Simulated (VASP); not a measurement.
Cd, 1 atom in the cell. It takes space group Fm-3m (No. 225, cubic). The conventional cell has a = 4.420 Å, b = 4.420 Å, c = 4.420 Å, α = 90.00°, β = 90.00°, γ = 90.00°. Cd (site symmetry m-3m) has 12 Cd at 3.13 Å within 4.1 Å. This isn't the form of Cd at room conditions, which is hcp.

| Item | Value |
| --- | --- |
| Program | VASP 6.6.1 |
| Task | relaxation of cell and atoms |
| Functional | LDA |
| Potentials or basis | VASP PAW LDA potentials, release 64 (Cd) |
| Cutoff | 500 eV |
| k mesh | 8 × 8 × 8 |
| Occupations | gaussian, width 0.05 eV |
| Spin | no spin polarisation |
| Target pressure | 45 GPa |
| Dipole correction | no |
| Further INCAR settings | ALGO = Normal; EDIFF = 1e-07; IBRION = 2; EDIFFG = -0.03; NSW = 80; ISIF = 3 |

Potentials or basis: VASP PAW LDA potentials, release 64 (Cd).

Run with:

```bash
$ cat potpaw_LDA.64/Cd/POTCAR > POTCAR
$ mpirun -np 1 vasp_std > vasp.out
```

Hardware: 1 thread of Intel(R) Xeon(R) Platinum 8488C (Sapphire Rapids) (shared host).

**Question.** Estimate the wall time of this run.

**Answer.** Run time: 20 s on 1 thread of Intel(R) Xeon(R) Platinum 8488C (Sapphire Rapids), on a shared host, peak memory 0.15 GiB. Counts: scf iterations 84, k points 29, ion steps 10.
